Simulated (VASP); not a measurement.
# HfB2 (R-3m) in VASP: a series of runs, part 2 of 2

VASP 6.6.1. The steps go on from the part before.

**3. Single point, PBE**

This run uses another cell than the first one, of 11.74 Å³/atom.

INCAR

```
SYSTEM = HfB2
PREC     = Accurate       ! precision mode
ENCUT    = 500            ! plane-wave cutoff, eV
EDIFF    = 1E-6           ! SCF threshold, eV
ISMEAR   = 0              ! smearing method
SIGMA    = 0.1            ! smearing width, eV
LREAL    = .FALSE.        ! projectors in reciprocal space
LASPH    = .TRUE.         ! aspherical terms in the spheres
NELM     = 120            ! most SCF steps
ALGO     = Normal         ! electronic algorithm
ISIF     = 2              ! what is computed and relaxed
LWAVE    = .FALSE.        ! write WAVECAR
LCHARG   = .FALSE.        ! write CHGCAR
GGA      = PE             ! functional
NBANDS   = 15             ! bands
GGA_COMPAT= .FALSE.
```

KPOINTS

```
regular mesh
0
G
  9 9 9
  0 0 0
```

POSCAR

```
HfB2
1.0
    1.5658622114      0.9040509692      4.1476659127
   -1.5658622114      0.9040509692      4.1476659127
    0.0000000000     -1.8081019385      4.1476659127
Hf B
1 2
Direct
    0.0000000000      0.0000000000      0.0000000000
    0.8110118062      0.8110118062      0.8110118062
    0.1889881938      0.1889881938      0.1889881938
```

Potentials or basis: VASP PAW PBE potentials, release 64 (Hf_pv, B).

Started as:

```bash
> cat potpaw_PBE.64/Hf_pv/POTCAR potpaw_PBE.64/B/POTCAR > POTCAR
> mpirun -np 1 vasp_std > vasp.out
```

Wall time 64 s (1 thread of AMD EPYC 7R13 (Zen 3), shared host); peak memory 0.2 GiB.

It converged, with:

| Property | Result |
| --- | --- |
| Free energy | -23.8529 eV |
| Pressure | -0.1 GPa |
| Largest force | 0.013 eV/Å |
| Band gap on the k mesh | zero (bands 8 and 9 overlap by 1.68 eV) |

Forces in eV/Å, atoms in the order of the input:
```
Hf   0.000  0.000  0.000
B    0.000  0.000 -0.013
B    0.000  0.000  0.013
```

Stress tensor (GPa, compression positive):
```
-0.17  0.00  0.00
 0.00 -0.17  0.00
 0.00  0.00  0.02
```

Levels at points of the mesh, in eV from the Fermi level:
```tsv
k point	band 5	band 6	band 7	band 8	band 9	band 10	band 11	band 12
(0.00, 0.00, 0.00)	-3.58	-2.12	-0.12	-0.12	2.73	2.73	7.13	7.13
```

Caveat: spin-orbit coupling is left out, which moves the levels of the heavy elements.

**4. Relaxation of cell and atoms, PBE**

INCAR

```
SYSTEM = HfB2
PREC = Accurate
ENCUT = 500
EDIFF = 1E-7
ISMEAR = 0
SIGMA = 0.1
LREAL = .FALSE.
LASPH = .TRUE.
NELM = 120
ALGO = Normal
ISIF = 3
LWAVE = .FALSE.
LCHARG = .FALSE.
GGA = PE
IBRION = 2
NSW = 90
EDIFFG = -0.04
GGA_COMPAT = .FALSE.
NELMIN = 4
```

KPOINTS is that of step 3.

POSCAR

```
HfB2
1.0
    1.4223411446      0.8211890427      4.2958341099
   -1.4223411446      0.8211890427      4.2958341099
    0.0000000000     -1.6423780854      4.2958341099
Hf B
1 2
Direct
    0.0000000000      0.0000000000      0.0000000000
    0.7500000000      0.7500000000      0.7500000000
    0.2500000000      0.2500000000      0.2500000000
```

Potentials or basis: VASP PAW PBE potentials, release 64 (Hf_pv, B).

Started as:

```bash
> cat potpaw_PBE.64/Hf_pv/POTCAR potpaw_PBE.64/B/POTCAR > POTCAR
> mpirun -np 1 vasp_std > vasp.out
```

OUTCAR:

```text
SYSTEM = HfB2
   PREC = Accurate
   ENCUT = 500
   EDIFF = 1E-7
   ISMEAR = 0
   LREAL = .FALSE.
   LASPH = .TRUE.
   NELM = 120
   ISIF = 3
   GGA = PE
   IBRION = 2
   NSW = 90
   EDIFFG = -0.04
   NELMIN = 4

 ion  position               nearest neighbor table
   1  0.000  0.000  0.000-   2 1.96   3 1.96   2 1.96   2 1.96   3 1.96   3 1.96
   2  0.750  0.750  0.750-   1 1.96   1 1.96   1 1.96
   3  0.250  0.250  0.250-   1 1.96   1 1.96   1 1.96

  LATTYP: Found a trigonal (rhomboedric) cell.
 ALAT       =     4.5990864827
 COS(alpha) =     0.8087090652

  Lattice vectors:

 A1 = (   1.4223411446,   0.8211890427,   4.2958341099)
 A2 = (  -1.4223411446,   0.8211890427,   4.2958341099)
 A3 = (   0.0000000000,  -1.6423780854,   4.2958341099)

Analysis of symmetry for initial positions (statically):
[... 656 lines left out ...]

--------------------------------------- Ionic step       21  -------------------------------------------

 number of electron      16.0000001 magnetization

------------------------ aborting loop because EDIFF is reached ----------------------------------------
[... 69 lines left out ...]
--------------------------------------- Ionic step       23  -------------------------------------------

 number of electron      16.0000000 magnetization

 Free energy of the ion-electron system (eV)
  ---------------------------------------------------
  ext. energy  EPLUGINS =         0.00000000
  ---------------------------------------------------
  free energy    TOTEN  =       -23.85074917 eV

  energy without entropy =      -23.84301703  energy(sigma->0) =      -23.84688310

 E-fermi :   4.9251     XC(G=0): -11.7050

 val. band max:        4.9203393927   @ k =   0.1111   0.1111   0.1111
 cond. band min:       4.9406941876   @ k =   0.4444   0.4444   0.2222
 fundamental gap:      0.0203547949
 Fermi energy:         4.9250768225

 k-point     1 :       0.0000    0.0000    0.0000
  band No.  band energies     occupation
      1     -24.7864      2.00000
      2     -24.5076      2.00000
      3     -24.5076      2.00000
      4      -6.3594      2.00000
      5       1.3468      2.00000
      6       2.7967      2.00000
      7       4.8139      1.88396
      8       4.8139      1.88396
      9       7.6597      0.00000
     10       7.6597      0.00000
     11      12.5077      0.00000
     12      12.5077      0.00000
[... 375 lines left out ...]
  FREE ENERGIE OF THE ION-ELECTRON SYSTEM (eV)
  ---------------------------------------------------
  free  energy   TOTEN  =       -23.8507491669 eV

  energy  without entropy=      -23.8430170299  energy(sigma->0) =      -23.84688310

 reached required accuracy - stopping structural energy minimisation
```

Run time: 14 min. Hardware: 1 thread of AMD EPYC 7R13 (Zen 3), shared host; peak memory 0.21 GiB.

What came out:

```
Free energy                           : -23.8507 eV
Relaxed volume                        : 11.73 Å³/atom
Relaxed cell                          : a = 4.525 Å, b = 4.525 Å, c = 4.525 Å, α = 40.47°, β = 40.47°, γ = 40.47°
Space group after relaxing (to 0.1 Å) : R-3m (No. 166)
Pressure after relaxing               : 0.0 GPa
Largest force after relaxing          : 0.017 eV/Å
Band gap on the k mesh                : zero (bands 8 and 9 overlap by 1.68 eV)
```

Forces in eV/Å, atoms in the order of the input:
```
Hf   0.000  0.000  0.000
B    0.000  0.000 -0.017
B    0.000  0.000  0.017
```

Final structure:
```
Hf B
1.0
     1.56514    0.90363    4.14867
    -1.56514    0.90363    4.14867
     0.00000   -1.80726    4.14867
Hf B
1 2
Direct
  0.00000 0.00000 0.00000
  0.81106 0.81106 0.81106
  0.18894 0.18894 0.18894
```

Caveat: the volume moved by over 15 % at a fixed basis, so the end points are rough; spin-orbit coupling is left out, which moves the levels of the heavy elements.

**5. Single point, PBE**

This run uses another cell than the first one, of 11.75 Å³/atom.

INCAR

```
PREC     = Accurate       # precision mode
ENCUT    = 500            # plane-wave cutoff, eV
EDIFF    = 1E-6           # SCF threshold, eV
ISMEAR   = 0              # smearing method
SIGMA    = 0.1            # smearing width, eV
LREAL    = False          # projectors in reciprocal space
LASPH    = True           # aspherical terms in the spheres
NELM     = 120            # most SCF steps
ALGO     = Normal         # electronic algorithm
ISIF     = 2              # what is computed and relaxed
LWAVE    = False          # write WAVECAR
LCHARG   = True           # write CHGCAR
GGA      = PE             # functional
LELF     = True           # ELF
LVHAR    = True         
NBANDS   = 15             # bands
GGA_COMPAT= False
```

KPOINTS

```
regular mesh
0
Gamma
  18 18 18
```

POSCAR

```
HfB2
1.0
    1.5656425874      0.9039241693      4.1495298043
   -1.5656425874      0.9039241693      4.1495298043
    0.0000000000     -1.8078483386      4.1495298043
Hf B
1 2
Direct
    0.0000000000      0.0000000000      0.0000000000
    0.8110175679      0.8110175679      0.8110175679
    0.1889824321      0.1889824321      0.1889824321
```

Started as:

```bash
> cat potpaw_PBE.64/Hf_pv/POTCAR potpaw_PBE.64/B/POTCAR > POTCAR
> mpirun -np 1 vasp_std > vasp.out
```

It took 6.9 min on 1 thread of AMD EPYC 7R13 (Zen 3), shared host; peak memory 0.41 GiB.

Results (log left out):

| Item | Value |
| --- | --- |
| Free energy | -23.8500 eV |
| Pressure | -0.1 GPa |
| Largest force | 0.006 eV/Å |
| Band gap on the k mesh | zero (bands 8 and 9 overlap by 2.00 eV) |

Forces in eV/Å, atoms in the order of the input:
```
Hf   0.000  0.000  0.000
B    0.000  0.000 -0.006
B    0.000  0.000  0.006
```

Stress tensor (GPa, compression positive):
```
-0.18  0.00  0.00
 0.00 -0.18  0.00
 0.00  0.00 -0.06
```

Levels at points of the mesh, in eV from the Fermi level:
```csv
k point,band 5,band 6,band 7,band 8,band 9,band 10,band 11,band 12
"(0.00, 0.00, 0.00)",-3.59,-2.13,-0.12,-0.12,2.72,2.72,7.13,7.13
"(0.50, 0.00, 0.00)",-5.80,-2.23,-1.89,-1.28,-0.31,5.50,7.00,7.41
"(0.50, 0.50, 0.00)",-6.53,-3.91,-0.70,-0.62,0.26,3.26,6.19,7.07
"(0.50, 0.50, 0.50)",-6.79,-0.59,1.54,1.54,1.57,1.57,4.58,4.58
```

Caveat: spin-orbit coupling is left out, which moves the levels of the heavy elements.

**6. The runs side by side**

| task | cell | k mesh | gap on the mesh (eV) | pressure (GPa) | largest force (eV/Å) |
| --- | --- | --- | --- | --- | --- |
| single point | a = 4.599 Å, angles 36.0°, 3 atoms, atomic positions A | 9 × 9 × 9 | none | 118.1 | 8.11 |
| single point | a = 4.525 Å, angles 40.5°, 3 atoms, atomic positions B | 9 × 9 × 9 | none | -0.1 | 0.01 |
| relaxation of cell and atoms | relaxed from a = 4.599 Å, angles 36.0°, 3 atoms, atomic positions A | 9 × 9 × 9 | none | 0.0 | 0.02 |
| single point | a = 4.526 Å, angles 40.5°, 3 atoms, atomic positions B | 18 × 18 × 18 | none | -0.1 | 0.01 |

Alike in all rows: level PBE; potentials or basis VASP PAW PBE potentials, release 64 (Hf_pv, B); no spin polarisation; cutoff (eV) 500; smearing gaussian 0.1 eV.

Caveats: spin-orbit coupling is left out, which moves the levels of the heavy elements; the cell stands under pressure (at least some runs); forces of over 1 eV/Å act on the atoms, so gaps and moduli don't describe the material at rest (at least some runs); the volume moved by over 15 % at a fixed basis, so the end points are rough (at least some runs).

Total energies depend on the potentials used, so only differences within one code and one set of settings carry meaning.
